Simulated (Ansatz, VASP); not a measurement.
One calculation of Ti3Al, two programs

```
CELL_PARAMETERS angstrom
2.75577 0.00000 0.00000
-1.37788 2.38656 0.00000
0.00000 0.00000 9.81935
ATOMIC_POSITIONS crystal
Ti 0.66667 0.33333 0.00000
Ti 0.33333 0.66667 0.75117
Ti 0.33333 0.66667 0.24883
Al 0.66667 0.33333 0.50000
```

Alike in both runs: task single point; functional PBEsol; k mesh 18 × 18 × 6; occupations gaussian, width 0.15 eV; no spin polarisation.

|  | VASP | Ansatz |
| --- | --- | --- |
| version | VASP 6.6.1 | Ansatz 0.2.0 |
| potentials or method | VASP PAW PBE potentials, release 64 (Ti_sv, Al), cutoff 520 eV | scalar-relativistic, plane waves, PAW |
| valence electrons in the cell | 39 | 39 |

|  | VASP | Ansatz | Ansatz less VASP |
| --- | --- | --- | --- |
| gap on the k mesh at the Fermi level (eV) | none | none | - |
| pressure (GPa) | 2.6 | 2.9 | +0.22 |
| traceless stress, the component that is largest in VASP (GPa) | -10.58 | -10.71 | -0.128 |
| rms of the force components (eV/Å) | 0.158 | 0.162 | +0.0044 |

VASP's potentials were made for PBE, not for PBEsol, and Ansatz warns of the same on its side. Atom by atom the forces differ by 0.004 eV/Å (rms over components). A gap of «none» marks a metal or a gap that the smearing closes. With one functional, cell and mesh, what is left measures potentials, basis and numerics.
